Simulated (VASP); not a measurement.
Input of a VASP 6.6.1 run:

Contents of INCAR:

```
SYSTEM = Te
PREC = Accurate ; ENCUT = 520
EDIFF = 1E-6 ; ISMEAR = -1
SIGMA = 0.05 ; LREAL = .FALSE.
LASPH = .TRUE. ; NELM = 100
ALGO = Normal ; ISIF = 2
LWAVE = .FALSE. ; LCHARG = .FALSE.
GGA = PS ; NBANDS = 13
```

The input KPOINTS:

```
Automatic mesh
0
G
  8 8 8
  0 0 0
```

POSCAR

```
Te
1.0
    0.0000000000      3.3095529740      3.3095529740
    3.3095529740      0.0000000000      3.3095529740
    3.3095529740      3.3095529740      0.0000000000
Te
2
Direct
   -0.2150000000     -0.0950000000     -0.0950000000
    0.2150000000      0.0950000000      0.0950000000
```

Potentials or basis: VASP PAW PBE potentials, release 64 (Te).

The run is started by

```console
$ cat potpaw_PBE.64/Te/POTCAR > POTCAR
$ mpirun -np 1 vasp_std > vasp.out
```

Task: Estimate the pressure.

Result: 26.4 GPa.

Task: Predict the band gap on the k mesh.

Result: Zero (band 6 reaches 6.58 eV, above the bottom of band 7 at 3.85 eV).

Task: Estimate the largest force.

Result: 12.943 eV/Å.

Forces in eV/Å, atoms in the order of the input:
```
Te  -7.473  7.473  7.473
Te   7.473 -7.473 -7.473
```

Caveat: the cell differs from its parent crystal (shortest bond scaled by 0.76); the PAW data sets were made with another functional, which shifts forces and pressure a little; spin-orbit coupling is left out, which moves the levels of the heavy elements.
